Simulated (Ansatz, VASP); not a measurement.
## One calculation of Cu, two programs

The input INCAR:

```
PREC = Accurate
ENCUT = 700
EDIFF = 1E-6
ISMEAR = -1
SIGMA = 0.1
LREAL = F
LASPH = T
NELM = 120
ALGO = Normal
ISIF = 2
LWAVE = F
LCHARG = F
GGA = CA
NBANDS = 46
GGA_COMPAT = F
```

Contents of KPOINTS:

```
Automatic mesh
0
Gamma
  10 10 3
```

File POSCAR:

```
Cu
1.0
    2.5307640000      0.0000000000      0.0000000000
   -1.2653820000      2.1917060000      0.0000000000
    0.0000000000      0.0000000000      8.2618150000
Cu
4
Direct
    0.0000000000      0.0000000000      0.0000000000
    0.3333333333      0.6666666667      0.2500000000
    0.0000000000      0.0000000000      0.5000000000
    0.6666666667      0.3333333333      0.7500000000
```

Input for Ansatz:

```yaml
crystal:
  lattice:
    - [2.530764, 0.0, 0.0]
    - [-1.265382, 2.191706, 0.0]
    - [0.0, 0.0, 8.261815]
  atoms:
    - { symbol: Cu, position: [0.0, 0.0, 0.0] }
    - { symbol: Cu, position: [0.3333333333333333, 0.6666666666666666, 0.25] }
    - { symbol: Cu, position: [0.0, 0.0, 0.5] }
    - { symbol: Cu, position: [0.6666666666666666, 0.3333333333333333, 0.75] }
basis:
  ecutwfc: 700.0
kpoints:
  mp_grid:
    grid: [10, 10, 3]
    shift: [0.0, 0.0, 0.0]
hamiltonian:
  xc: lda
scf:
  lower_state_search: light
  occupations:
    method: fermi_dirac
    width: 0.1
  initial_density:
    normalization: cell
output:
  stress: true
```

Alike in both runs: task single point; functional LDA; k mesh 10 × 10 × 3; occupations fermi-dirac, width 0.1 eV; no spin polarisation.

|  | VASP | Ansatz |
| --- | --- | --- |
| version | VASP 6.6.1 | Ansatz 0.2.0 |
| potentials or method | VASP PAW LDA potentials, release 64 (Cu_sv_GW), cutoff 700 eV | plane waves, PAW |
| valence electrons in the cell | 76 | 76 |

|  | VASP | Ansatz | Ansatz less VASP |
| --- | --- | --- | --- |
| pressure (GPa) | -12.8 | -8.2 | +4.62 |
| traceless stress, the component that is largest in VASP (GPa) | -0.59 | -0.58 | +0.009 |

LDA's correlation is that of Perdew and Zunger in VASP and of Perdew and Wang (1992) in Ansatz. One of these differences is far larger than is usual between the two programs; its cause wasn't traced.
